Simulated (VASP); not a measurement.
Wanted: the native input for a VASP 6.6.1 run.

```yaml
Task: single point
Functional: PBE
Dispersion: D3(BJ)
Potentials_or_basis: VASP PAW PBE potentials, release 64 (Al, Ti_sv, H)
Cutoff: 520 eV
k_mesh: 6 × 6 × 1
Occupations: gaussian, width 0.1 eV
Spin: no spin polarisation
Dipole_correction: yes
Further_INCAR_settings: ALGO = Normal; EDIFF = 1e-07; NBANDS = 32
```

The structure of Ti2Al6H lies in POSCAR:

```
Ti2Al6H
1.0
    5.0241861190      0.0000000000      0.0000000000
    2.1588814530      4.5367033218      0.0000000000
    0.0000000000      0.0000000000     21.2187109014
Al Ti H
6 2 1
Direct
    0.5000000000      0.0000000000      0.1885128658
    0.0000000000      0.5000000000      0.1885128658
    0.0000000000      0.0000000000      0.2517328341
    0.0000000000      0.5000000000      0.3193548961
    0.5000000000      0.0000000000      0.3193548961
    0.5000000000      0.5000000000      0.3826203646
    0.5000000000      0.5000000000      0.2517328341
    0.0000000000      0.0000000000      0.3797002555
    0.6666666667      1.1666666667      0.5287178356
```

These files were run (other wordings do the same):

INCAR

```
SYSTEM = Ti2Al6H
PREC     = Accurate       ! precision mode
ENCUT    = 520            ! plane-wave cutoff, eV
EDIFF    = 1E-7           ! SCF threshold, eV
ISMEAR   = 0              ! smearing method
SIGMA    = 0.1            ! smearing width, eV
LREAL    = .FALSE.        ! projectors in reciprocal space
LASPH    = .TRUE.         ! aspherical terms in the spheres
NELM     = 100            ! most SCF steps
ALGO     = Normal         ! electronic algorithm
ISIF     = 2              ! what is computed and relaxed
LWAVE    = .FALSE.        ! write WAVECAR
LCHARG   = .FALSE.        ! write CHGCAR
LDIPOL   = .TRUE.       
IDIPOL   = 3            
DIPOL    = 0.5 0.5 0.312
GGA      = PE             ! functional
IVDW     = 12             ! dispersion correction
NBANDS   = 32             ! bands
```

KPOINTS

```
Automatic mesh
0
G
  6 6 1
  0 0 0
```

Potentials or basis: VASP PAW PBE potentials, release 64 (Al, Ti_sv, H).

The run is started by

```sh
$ cat potpaw_PBE.64/Al/POTCAR potpaw_PBE.64/Ti_sv/POTCAR potpaw_PBE.64/H/POTCAR > POTCAR
$ mpirun -np 1 vasp_std > vasp.out
```

Results of the run:

* Largest force: 1.026 eV/Å
* Dispersion energy per atom: -0.225 eV

Run time: 7.5 min on 1 thread of Intel(R) Xeon(R) 6975P-C (Granite Rapids), on a shared host, peak memory 0.69 GiB.
